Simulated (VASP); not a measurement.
# Cu (Fm-3m) in VASP: notebook

Cu is run at these levels: LDA; tasks: single point.

All numbers are computed with VASP 6.6.1; they aren't measurements. Logs are shortened: lines on timing, memory, paths and dates and some standing lists are left out, and cuts for length are marked.

### 1 The cell of the first run

Symmetry: Fm-3m, No. 225, cubic system. The conventional cell has a = 3.518 Å, b = 3.518 Å, c = 3.518 Å, α = 90.00°, β = 90.00°, γ = 90.00°. Within 3.3 Å of Cu (site symmetry m-3m) lie 12 Cu at 2.49 Å.

### 2 Single point, LDA

File INCAR:

```
SYSTEM = Cu
PREC     = Accurate       ! precision mode
ENCUT    = 520            ! plane-wave cutoff, eV
EDIFF    = 1E-7           ! SCF threshold, eV
ISMEAR   = 0              ! smearing method
SIGMA    = 0.03           ! smearing width, eV
LREAL    = .FALSE.        ! projectors in reciprocal space
LASPH    = .TRUE.         ! aspherical terms in the spheres
NELM     = 60             ! most SCF steps
ALGO     = Normal         ! electronic algorithm
ISIF     = 2              ! what is computed and relaxed
LWAVE    = .FALSE.        ! write WAVECAR
LCHARG   = .FALSE.        ! write CHGCAR
NBANDS   = 12             ! bands
```

File KPOINTS:

```
Automatic mesh
0
G
  15 15 15
  0 0 0
```

File POSCAR:

```
Cu
1.0
    0.0000000000      1.7588202533      1.7588202533
    1.7588202533      0.0000000000      1.7588202533
    1.7588202533      1.7588202533      0.0000000000
Cu
1
Direct
    0.0000000000      0.0000000000      0.0000000000
```

Potentials or basis: VASP PAW LDA potentials, release 64 (Cu).

On the command line:

```console
> cat potpaw_LDA.64/Cu/POTCAR > POTCAR
> mpirun -np 1 vasp_std > vasp.out
```

OUTCAR:

```text
SYSTEM = Cu
   PREC = Accurate
   ENCUT = 520
   EDIFF = 1E-7
   ISMEAR = 0
   LREAL = .FALSE.
   LASPH = .TRUE.
   NELM = 60
   ISIF = 2

 ion  position               nearest neighbor table
   1  0.000  0.000  0.000-

  LATTYP: Found a face centered cubic cell.
 ALAT       =     3.5176405066

  Lattice vectors:

 A1 = (   0.0000000000,   1.7588202533,   1.7588202533)
 A2 = (   1.7588202533,   0.0000000000,   1.7588202533)
 A3 = (   1.7588202533,   1.7588202533,   0.0000000000)

Analysis of symmetry for initial positions (statically):
=====================================================================
 Subroutine PRICEL returns:
 Original cell was already a primitive cell.

 Routine SETGRP: Setting up the symmetry group for a
 face centered cubic supercell.

 Subroutine GETGRP returns: Found 48 space group operations
 (whereof 48 operations were pure point group operations)
 out of a pool of 48 trial point group operations.

The static configuration has the point symmetry O_h .

Analysis of symmetry for dynamics (positions and initial velocities):
=====================================================================
 Subroutine PRICEL returns:
 Original cell was already a primitive cell.

 Routine SETGRP: Setting up the symmetry group for a
 face centered cubic supercell.

 Subroutine GETGRP returns: Found 48 space group operations
 (whereof 48 operations were pure point group operations)
 out of a pool of 48 trial point group operations.

The dynamic configuration has the point symmetry O_h .

 Subroutine INISYM returns: Found 48 space group operations
 (whereof 48 operations are pure point group operations),
 and found     1 'primitive' translations

----------------------------------------------------------------------------------------

                                     Primitive cell

  volume of cell :      10.8816

  direct lattice vectors                    reciprocal lattice vectors
     0.000000000  1.758820253  1.758820253    -0.284281466  0.284281466  0.284281466
     1.758820253  0.000000000  1.758820253     0.284281466 -0.284281466  0.284281466
     1.758820253  1.758820253  0.000000000     0.284281466  0.284281466 -0.284281466

  length of vectors
     2.487347456  2.487347456  2.487347456     0.492389943  0.492389943  0.492389943

  position of ions in fractional coordinates (direct lattice)
     0.000000000  0.000000000  0.000000000

  ion indices of the primitive-cell ions
   primitive index   ion index
                 1           1

----------------------------------------------------------------------------------------

[... 80 lines left out ...]
   NELECT =      11.0000    total number of electrons
   NUPDOWN=      -1.0000    fix difference up-down
   EMIN   =  10.00;   EMAX   =-10.00  energy-range for DOS
   EFERMI =   0.00;   METHOD = LEGACY
   ISMEAR =     0;   SIGMA  =   0.03  broadening in eV -4-tet -1-fermi 0-gaus
   EFERMI_NEDOS =   21; number of points for ismear=-14 and -15
   IALGO  =     38    algorithm
   IMIX   =      4    mixing-type and parameters
     AMIX     =   0.40;   BMIX     =  1.00
     AMIX_MAG =   1.60;   BMIX_MAG =  1.00
  volume/ion in A,a.u.               =      10.88        73.43
  Fermi-wavevector in a.u.,A,eV,Ry     =   1.643013  3.104844 36.728804  2.699491
  Thomas-Fermi vector in A             =   2.733219
   LORBIT       =      0    0 simple, 1 ext, 2 COOP (PROOUT), +10 PAW based schemes
   GGA     = CA    functional components
   LHFCALC =     F    Hartree Fock is set to
   AEXX    =    0.0000 exact exchange contribution
   IVDW    =     0    specifies the selected vdW correction
   LEPSILON=     F    determine dielectric tensor
   LRPA    =     F    only Hartree local field effects (RPA)
 non-spin polarized calculation
 Gauss-broadening in eV      SIGMA  =   0.03
  energy-cutoff  :      520.00
  volume of cell :       10.88
 maximum number of plane-waves:       303
   NGX =  9   NGY =  9   NGZ =  9

 number of electron      10.9999994 magnetization

 Free energy of the ion-electron system (eV)
  ---------------------------------------------------
  ext. energy  EPLUGINS =         0.00000000
  ---------------------------------------------------
  free energy    TOTEN  =        -4.70712597 eV

  energy without entropy =       -4.70679425  energy(sigma->0) =       -4.70696011

 E-fermi :   8.4919     XC(G=0): -13.5892

 val. band max:        8.4864638053   @ k =  -0.4667   0.1333   0.0667
 cond. band min:       8.6404083914   @ k =   0.4667   0.2667   0.0000
 fundamental gap:      0.1539445861
 Fermi energy:         8.4918991666

 k-point     1 :       0.0000    0.0000    0.0000
  band No.  band energies     occupation
      1      -1.5788      2.00000
      2       5.0635      2.00000
      3       5.0635      2.00000
      4       5.0635      2.00000
      5       6.0136      2.00000
      6       6.0136      2.00000
      7      31.7375      0.00000
      8      34.8617      0.00000
      9      34.8617      0.00000
     10      34.8617      0.00000
     11      37.4787      0.00000
     12      37.4787      0.00000
[... 331 lines left out ...]
 k-point    24 :       0.2000    0.1333    0.0000
  band No.  band energies     occupation
      1      -0.0880      2.00000
      2       4.6507      2.00000
      3       5.3719      2.00000
      4       5.4027      2.00000
      5       5.7244      2.00000
      6       6.1721      2.00000
      7      26.9151      0.00000
      8      29.3247      0.00000
      9      30.2697      0.00000
     10      32.5018      0.00000
     11      35.8619      0.00000
     12      41.2861      0.00000

 [... further k-points ...]

------------------------ aborting loop because EDIFF is reached ----------------------------------------

  FORCE on cell =-STRESS in cart. coord.  units (eV):
  Direction    XX          YY          ZZ          XY          YZ          ZX
  --------------------------------------------------------------------------------------
  -------------------------------------------------------------------------------------
  Total        0.0484061      0.0484061      0.0484061      0.0000000      0.0000000      0.0000000
  in kB        7.1271570      7.1271570      7.1271570      0.0000000      0.0000000      0.0000000
  external PRESSURE =       7.1271570 kB  Pullay stress =       0.0000000 kB

 VOLUME and BASIS-vectors are now :
 -----------------------------------------------------------------------------
  energy-cutoff  :      520.00
  volume of cell :       10.88
      direct lattice vectors                 reciprocal lattice vectors
     0.000000000  1.758820253  1.758820253    -0.284281466  0.284281466  0.284281466
     1.758820253  0.000000000  1.758820253     0.284281466 -0.284281466  0.284281466
     1.758820253  1.758820253  0.000000000     0.284281466  0.284281466 -0.284281466

 POSITION                                       TOTAL-FORCE (eV/Angst)
 -----------------------------------------------------------------------------------
      0.00000      0.00000      0.00000         0.000000      0.000000     -0.000000
 -----------------------------------------------------------------------------------
    total drift:                                0.000000     -0.000000      0.000000

  FREE ENERGIE OF THE ION-ELECTRON SYSTEM (eV)
  ---------------------------------------------------
  free  energy   TOTEN  =        -4.7071259688 eV

  energy  without entropy=       -4.7067942472  energy(sigma->0) =       -4.70696011
```

OSZICAR:

```text
N       E                     dE             d eps       ncg     rms          rms(c)
DAV:   1     0.408484403651E+02    0.40848E+02   -0.53960E+03  3252   0.161E+03
DAV:   2    -0.437424377681E+01   -0.45223E+02   -0.41424E+02  2968   0.209E+02
DAV:   3    -0.571951770387E+01   -0.13453E+01   -0.13285E+01  3332   0.403E+01
DAV:   4    -0.572827877129E+01   -0.87611E-02   -0.87600E-02  3240   0.284E+00
DAV:   5    -0.572836140787E+01   -0.82637E-04   -0.82635E-04  3440   0.283E-01    0.806E+00
DAV:   6    -0.507724284907E+01    0.65112E+00   -0.14851E+01  3448   0.765E+01    0.371E+00
DAV:   7    -0.472535744839E+01    0.35189E+00   -0.22138E+00  3452   0.295E+01    0.655E-01
DAV:   8    -0.470850467361E+01    0.16853E-01   -0.65991E-03  3704   0.954E-01    0.267E-01
DAV:   9    -0.470711229004E+01    0.13924E-02   -0.62485E-03  3672   0.138E+00    0.126E-02
DAV:  10    -0.470712416425E+01   -0.11874E-04   -0.20657E-05  3156   0.562E-02    0.506E-03
DAV:  11    -0.470712596945E+01   -0.18052E-05   -0.62216E-07  3524   0.138E-02    0.368E-04
DAV:  12    -0.470712596883E+01    0.61937E-09   -0.64029E-09  1980   0.910E-04
   1 F= -.47071260E+01 E0= -.47069601E+01  d E =-.331722E-03
```

Wall time 7.2 s (1 thread of Intel Xeon 6975P-C, shared host); peak memory 0.12 GiB.

What came out:

| Quantity | Value |
| --- | --- |
| Free energy | -4.7071 eV |
| Pressure | 0.7 GPa |

### 3 Single point, LDA

File INCAR:

```
  PREC = Accurate
  ENCUT = 520
  EDIFF = 1E-7
  ISMEAR = 0
  SIGMA = 0.1
  LREAL = False
  LASPH = True
  NELM = 80
  ALGO = Normal
  ISIF = 2
  LWAVE = False
  LCHARG = False
  GGA = CA
  NBANDS = 12
```

File KPOINTS:

```
regular mesh
0
Gamma
  15 15 15
```

POSCAR is that of step 2.

Potentials or basis: VASP PAW LDA potentials, release 64 (Cu).

On the command line:

```console
> cat potpaw_LDA.64/Cu/POTCAR > POTCAR
> mpirun -np 1 vasp_std > vasp.out
```

It took 8.3 s on 1 thread of Intel Xeon 6975P-C, shared host; peak memory 0.12 GiB.

Results (log left out):

```yaml
Free_energy: -4.7080 eV
Pressure: 0.7 GPa
```

Levels at points of the mesh, in eV from the Fermi level:
| k point | band 2 | band 3 | band 4 | band 5 | band 6 | band 7 | band 8 | band 9 | band 10 | band 11 |
| --- | --- | --- | --- | --- | --- | --- | --- | --- | --- | --- |
| (0.00, 0.00, 0.00) | -3.45 | -3.45 | -3.45 | -2.50 | -2.50 | 23.23 | 26.35 | 26.35 | 26.35 | 28.97 |
